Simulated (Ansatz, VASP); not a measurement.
# LiNbO3 in VASP and in Ansatz

```
CELL_PARAMETERS angstrom
2.50482 1.44616 4.99862
-2.50482 1.44616 4.99862
0.00000 -2.89232 4.99862
ATOMIC_POSITIONS crystal
Li 0.25000 0.25000 0.25000
Li 0.75000 0.75000 0.75000
Nb 0.00000 0.00000 0.00000
Nb 0.50000 0.50000 0.50000
O 0.14948 0.35052 0.75000
O 0.75000 0.14948 0.35052
O 0.35052 0.75000 0.14948
O 0.85052 0.64948 0.25000
O 0.25000 0.85052 0.64948
O 0.64948 0.25000 0.85052
```

Alike in both runs: task single point; functional PBE; k mesh 6 × 6 × 6; occupations gaussian, width 0.05 eV; no spin polarisation.

```csv
,VASP,Ansatz
version,VASP 6.6.1,Ansatz 0.2.0
potentials or method,"VASP PAW PBE potentials, release 64 (Li_sv, Nb_sv, O), cutoff 520 eV","scalar-relativistic, plane waves, PAW"
valence electrons in the cell,68,68
```

Ansatz gave:

| Item | Value |
| --- | --- |
| gap on the k mesh at the Fermi level (eV) | 2.11 |
| least direct gap on the mesh (eV) | 2.24 |
| rms of the force components (eV/Å) | 0.375 |

Problem. Estimate VASP's values.

Solution. gap on the k mesh at the Fermi level (eV): 2.09; least direct gap on the mesh (eV): 2.21; rms of the force components (eV/Å): 0.367.

Atom by atom the forces differ by 0.009 eV/Å (rms over components). With one functional, cell and mesh, what is left measures potentials, basis and numerics.

Noted on VASP's run: the cutoff is under 1.25 times that of the potentials, so the pressure is a little rough.
